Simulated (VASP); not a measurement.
# ZnS (P6_3mc) in VASP: dielectric tensor with r2SCAN

Aim: the dielectric tensor of ZnS with r2SCAN.

Program: VASP 6.6.1. These are calculated values, not measurements. Logs are shortened: lines on timing, memory, paths and dates and some standing lists are left out, and cuts for length are marked.

## (1) The cell of the first run

It takes space group P6_3mc (No. 186, hexagonal). Conventional cell: a = 3.729 Å, b = 3.729 Å, c = 6.119 Å, α = 90.00°, β = 90.00°, γ = 120.00°. Zn (site symmetry 3m) has 4 S at 2.29 Å within 3.0 Å. Within 3.0 Å of S (site symmetry 3m) lie 4 Zn at 2.29 Å.

## (2) Dielectric tensor, r2SCAN (strain -2.0%)

Contents of INCAR:

```
ALGO     = Normal         # electronic algorithm
EDIFF    = 1E-8           # SCF threshold, eV
ENCUT    = 520            # plane-wave cutoff, eV
ISIF     = 2              # what is computed and relaxed
ISMEAR   = 0              # smearing method
LASPH    = T              # aspherical terms in the spheres
LCALCEPS = T            
LCHARG   = F              # write CHGCAR
LMIXTAU  = T            
LREAL    = F              # projectors in reciprocal space
LWAVE    = F              # write WAVECAR
METAGGA  = R2SCAN         # meta-GGA
NELM     = 80             # most SCF steps
PREC     = Accurate       # precision mode
SIGMA    = 0.01           # smearing width, eV
```

Contents of KPOINTS:

```
k-points
0
Gamma
  6 6 4
```

Contents of POSCAR:

```
ZnS
1.0
    3.7293418395      0.0000000000      0.0000000000
   -1.8646709197      3.2297047724      0.0000000000
    0.0000000000      0.0000000000      6.1191132489
Zn S
2 2
Direct
    0.3333333333      0.6666666667      0.0005512859
    0.6666666667      0.3333333333      0.5005512859
    0.3333333333      0.6666666667      0.3744487141
    0.6666666667      0.3333333333      0.8744487141
```

Potentials or basis: VASP PAW PBE potentials, release 64 (Zn, S).

On the command line:

```console
cat potpaw_PBE.64/Zn/POTCAR potpaw_PBE.64/S/POTCAR > POTCAR
mpirun -np 1 vasp_std > vasp.out
```

OUTCAR:

```text
EDIFF = 1E-8
   ENCUT = 520
   ISIF = 2
   ISMEAR = 0
   LASPH = T
   LREAL = F
   METAGGA = R2SCAN
   NELM = 80
   PREC = Accurate

 ion  position               nearest neighbor table
   1  0.333  0.667  0.001-   4 2.29   4 2.29   4 2.29   3 2.29
   2  0.667  0.333  0.501-   3 2.29   3 2.29   3 2.29   4 2.29
   3  0.333  0.667  0.374-   2 2.29   2 2.29   2 2.29   1 2.29
   4  0.667  0.333  0.874-   1 2.29   1 2.29   1 2.29   2 2.29

  LATTYP: Found a hexagonal cell.
 ALAT       =     3.7293418395
 C/A-ratio  =     1.6408024558

  Lattice vectors:

 A1 = (   3.7293418395,   0.0000000000,   0.0000000000)
 A2 = (  -1.8646709197,   3.2297047724,   0.0000000000)
 A3 = (   0.0000000000,   0.0000000000,   6.1191132489)

Analysis of symmetry for initial positions (statically):
=====================================================================
 Subroutine PRICEL returns:
 Original cell was already a primitive cell.

 Routine SETGRP: Setting up the symmetry group for a
 hexagonal supercell.

 Subroutine GETGRP returns: Found 12 space group operations
 (whereof  6 operations were pure point group operations)
 out of a pool of 24 trial point group operations.

The static configuration has the point symmetry C_3v.
 The point group associated with its full space group is C_6v.

Analysis of symmetry for dynamics (positions and initial velocities):
=====================================================================
 Subroutine PRICEL returns:
 Original cell was already a primitive cell.

 Routine SETGRP: Setting up the symmetry group for a
 hexagonal supercell.

 Subroutine GETGRP returns: Found 12 space group operations
 (whereof  6 operations were pure point group operations)
 out of a pool of 24 trial point group operations.

The dynamic configuration has the point symmetry C_3v.
 The point group associated with its full space group is C_6v.

 Subroutine INISYM returns: Found 12 space group operations
 (whereof  6 operations are pure point group operations),
 and found     1 'primitive' translations

----------------------------------------------------------------------------------------

                                     Primitive cell

  volume of cell :      73.7027

  direct lattice vectors                    reciprocal lattice vectors
     3.729341839  0.000000000  0.000000000     0.268143829  0.154812912  0.000000000
    -1.864670920  3.229704772  0.000000000     0.000000000  0.309625824  0.000000000
     0.000000000  0.000000000  6.119113249     0.000000000  0.000000000  0.163422372

  length of vectors
     3.729341839  3.729341839  6.119113249     0.309625824  0.309625824  0.163422372

  position of ions in fractional coordinates (direct lattice)
     0.333333333  0.666666667  0.000551286
     0.666666667  0.333333333  0.500551286
     0.333333333  0.666666667  0.374448714
     0.666666667  0.333333333  0.874448714

  ion indices of the primitive-cell ions
   primitive index   ion index
                 1           1
                 2           2
                 3           3
                 4           4

----------------------------------------------------------------------------------------

 KPOINTS: k-points

Automatic generation of k-mesh.
 Grid dimensions read from file:
 generate k-points for:    6    6    4

 Generating k-lattice:

  Cartesian coordinates                     Fractional coordinates (reciprocal lattice)
     0.044690638  0.025802152  0.000000000     0.166666667  0.000000000  0.000000000
     0.000000000  0.051604304  0.000000000     0.000000000  0.166666667  0.000000000
     0.000000000  0.000000000  0.040855593     0.000000000  0.000000000  0.250000000

  Length of vectors
     0.051604304  0.051604304  0.040855593
[... 37 lines left out ...]
   ions per type =               2   2
   NGX,Y,Z   is equivalent  to a cutoff of  12.48, 12.48, 13.04 a.u.
   NGXF,Y,Z  is equivalent  to a cutoff of  24.96, 24.96, 26.08 a.u.
 SYSTEM =  unknown system
   PREC   = accura    normal or accurate (medium, high low for compatibility)
   ISTART =      0    job   : 0-new  1-cont  2-samecut
   ICHARG =      2    charge: 1-file 2-atom 10-const
   ISPIN  =      1    spin polarized calculation?
   LNONCOLLINEAR =      F non collinear calculations
   LSORBIT =      F    spin-orbit coupling
   LASPH  =      T    aspherical Exc in radial PAW
   ENCUT  =  520.0 eV  38.22 Ry    6.18 a.u.   6.93  6.93 11.38*2*pi/ulx,y,z
   NELM   =     80;   NELMIN=  2; NELMDL= -5     # of ELM steps
   EDIFF  = 0.1E-07   stopping-criterion for ELM
   LREAL  =      F    real-space projection
   EDIFFG = 0.1E-06   stopping-criterion for IOM
   NSW    =      0    number of steps for IOM
   IBRION =     -1    ionic relax: 0-MD 1-quasi-New 2-CG
   NFREE  =      0    steps in history (QN), initial steepest desc. (CG)
   ISIF   =      2    stress and relaxation
   ISYM   =      2    0-nonsym 1-usesym 2-fastsym
   POTIM  = 0.5000    time-step for ionic-motion
   TEBEG  =    0.0;   TEEND  =   0.0 temperature during run
   PSTRESS=    0.0 pullay stress
   NELECT =      36.0000    total number of electrons
   NUPDOWN=      -1.0000    fix difference up-down
   EMIN   =  10.00;   EMAX   =-10.00  energy-range for DOS
   EFERMI =   0.00;   METHOD = LEGACY
   ISMEAR =     0;   SIGMA  =   0.01  broadening in eV -4-tet -1-fermi 0-gaus
   EFERMI_NEDOS =   21; number of points for ismear=-14 and -15
   IALGO  =     38    algorithm
   IMIX   =      4    mixing-type and parameters
     AMIX     =   0.40;   BMIX     =  1.00
     AMIX_MAG =   1.60;   BMIX_MAG =  1.00
  volume/ion in A,a.u.               =      18.43       124.34
  Fermi-wavevector in a.u.,A,eV,Ry     =   1.289282  2.436389 22.616249  1.662247
  Thomas-Fermi vector in A             =   2.421184
   LORBIT       =      0    0 simple, 1 ext, 2 COOP (PROOUT), +10 PAW based schemes
   METAGGA = R2SCAN    functional components
   LHFCALC =     F    Hartree Fock is set to
   AEXX    =    0.0000 exact exchange contribution
   IVDW    =     0    specifies the selected vdW correction
   LEPSILON=     F    determine dielectric tensor
   LRPA    =     F    only Hartree local field effects (RPA)
   LRPA       =     F
 non-spin polarized calculation
 Gauss-broadening in eV      SIGMA  =   0.01
  energy-cutoff  :      520.00
  volume of cell :       73.70
 maximum number of plane-waves:      2012
 NGX is ok and might be reduce to    28
   NGX = 13   NGY = 13   NGZ = 23

 Total electronic dipole moment: p[elc]=(    -0.00000     0.00000     6.07816 ) |e| Angst

 number of electron      35.9999985 magnetization

 Free energy of the ion-electron system (eV)
  ---------------------------------------------------
  ext. energy  EPLUGINS =         0.00000000
  ---------------------------------------------------
  free energy    TOTEN  =       -37.70527531 eV

  energy without entropy =      -37.70527531  energy(sigma->0) =      -37.70527531

 E-fermi :   2.5684     XC(G=0): -10.6278

 val. band max:        2.5222011777   @ k =   0.0000   0.0000   0.0000
 cond. band min:   10000.0000000000   @ k =   0.0000   0.0000   0.0000
 fundamental gap:   9997.4777988223
 Fermi energy:         2.5684238803

 k-point     1 :       0.0000    0.0000    0.0000
  band No.  band energies     occupation
      1     -11.7002      2.00000
      2     -10.6182      2.00000
      3      -4.2897      2.00000
      4      -4.2692      2.00000
      5      -4.2692      2.00000
      6      -4.1666      2.00000
[... 589 lines left out ...]
     21   10000.0000      0.00000
     22   10000.0000      0.00000

 [... further k-points ...]

------------------------ aborting loop because EDIFF is reached ----------------------------------------

            Ionic dipole moment: p[ion]=(     0.00000     0.00000   -27.49553 ) |e| Angst

 Total electronic dipole moment: p[elc]=(    -0.00000    -0.00000     6.09623 ) |e| Angst

 MACROSCOPIC STATIC DIELECTRIC TENSOR (including local field effects)
 ------------------------------------------------------
           5.292828     0.000000     0.000000
           0.000000     5.292828     0.000000
           0.000000     0.000000     5.435560
 ------------------------------------------------------

 PIEZOELECTRIC TENSOR (including local field effects) (e Angst)
          XX          YY          ZZ          XY          YZ          ZX
  --------------------------------------------------------------------------------
  x     0.00000     0.00000     0.00000     0.00000     0.00000     1.63029
  y     0.00000    -0.00000     0.00000     0.00000     1.63026     0.00000
  z     1.51943     1.51943    -3.22685     0.00000     0.00000     0.00000

 PIEZOELECTRIC TENSOR (including local field effects) (C/m^2)
          XX          YY          ZZ          XY          YZ          ZX
  --------------------------------------------------------------------------------
  x     0.00000     0.00000     0.00000     0.00000     0.00000     0.35440
  y     0.00000    -0.00000     0.00000     0.00000     0.35439     0.00000
  z     0.33030     0.33030    -0.70146     0.00000     0.00000     0.00000

 BORN EFFECTIVE CHARGES (including local field effects) (in |e|, cummulative output)
 ---------------------------------------------------------------------------------
 ion    1
    1     1.85638     0.00000     0.00000
    2     0.00000     1.85638     0.00000
    3    -0.00000     0.00000     1.94949
 ion    2
    1     1.85638     0.00000     0.00000
    2     0.00000     1.85638    -0.00000
    3     0.00000     0.00000     1.94949
 ion    3
    1    -1.85638    -0.00000     0.00000
    2    -0.00000    -1.85638    -0.00000
    3    -0.00000     0.00000    -1.94949
 ion    4
    1    -1.85638    -0.00000     0.00000
    2    -0.00000    -1.85638     0.00000
    3     0.00000     0.00000    -1.94949

  FORCE on cell =-STRESS in cart. coord.  units (eV):
  Direction    XX          YY          ZZ          XY          YZ          ZX
  --------------------------------------------------------------------------------------
  -------------------------------------------------------------------------------------
  Total        2.5346865      2.5346865      2.6159576      0.0000000      0.0000000      0.0000000
  in kB       55.0999661     55.0999661     56.8666678      0.0000000      0.0000000      0.0000000
  external PRESSURE =      55.6888667 kB  Pullay stress =       0.0000000 kB

 VOLUME and BASIS-vectors are now :
 -----------------------------------------------------------------------------
  energy-cutoff  :      520.00
  volume of cell :       73.70
      direct lattice vectors                 reciprocal lattice vectors
     3.729341839  0.000000000  0.000000000     0.268143829  0.154812912  0.000000000
    -1.864670920  3.229704772  0.000000000     0.000000000  0.309625824  0.000000000
     0.000000000  0.000000000  6.119113249     0.000000000  0.000000000  0.163422372

 POSITION                                       TOTAL-FORCE (eV/Angst)
 -----------------------------------------------------------------------------------
     -0.00000      2.15314      0.00337         0.000000     -0.000000      0.011225
      1.86467      1.07657      3.06293        -0.000000      0.000000      0.011225
     -0.00000      2.15314      2.29129         0.000000     -0.000000     -0.011225
      1.86467      1.07657      5.35085         0.000000     -0.000000     -0.011225
 -----------------------------------------------------------------------------------
    total drift:                               -0.000000     -0.000000      0.052186

  FREE ENERGIE OF THE ION-ELECTRON SYSTEM (eV)
  ---------------------------------------------------
  free  energy   TOTEN  =       -37.7052753140 eV

  energy  without entropy=      -37.7052753140  energy(sigma->0) =      -37.70527531
```

Run time: 73 min. Hardware: 1 thread of Intel Xeon Platinum 8259CL at 2.50GHz (Skylake/Cascade Lake), shared host; peak memory 0.58 GiB.

What came out:

| Quantity | Value |
| --- | --- |
| Band gap on the k mesh | 3.09 eV |
| Electronic dielectric tensor (diagonal) | 5.29, 5.29, 5.44 |
| Born charges (mean of the diagonal) | Zn +1.89; S -1.89 e |

Levels at points of the mesh, in eV from the valence-band top:
```csv
k point,band 16,band 17,band 18,band 19,band 20,band 21
"(0.00, 0.00, 0.00)",-0.10,0.00,0.00,3.09,3.73,6.74
"(0.50, 0.00, 0.00)",-2.55,-1.92,-1.00,3.98,4.93,5.39
"(0.00, 0.00, 0.50)",-0.53,-0.53,-0.53,4.29,4.29,7.21
"(0.50, 0.00, 0.50)",-1.84,-1.84,-1.84,3.96,3.96,5.61
```

Electronic dielectric tensor:
```
5.29 0.00 0.00
0.00 5.29 0.00
0.00 0.00 5.44
```

Born effective charge tensors (e):
atom 1, Zn
```
1.86 0.00 0.00
0.00 1.86 0.00
0.00 0.00 1.95
```
atom 2, Zn
```
1.86 0.00 0.00
0.00 1.86 0.00
0.00 0.00 1.95
```
atom 3, S
```
-1.86  0.00  0.00
 0.00 -1.86  0.00
 0.00  0.00 -1.95
```
atom 4, S
```
-1.86  0.00  0.00
 0.00 -1.86  0.00
 0.00  0.00 -1.95
```

Dipole moments of the cell (e·Å, modulo the quantum): ionic 0.000, 0.000, -27.496; electronic 0.000, 0.000, 6.096

Caveat: the cell differs from its parent crystal (strain -2.0%); the PAW data sets were made with another functional, which shifts forces and pressure a little.
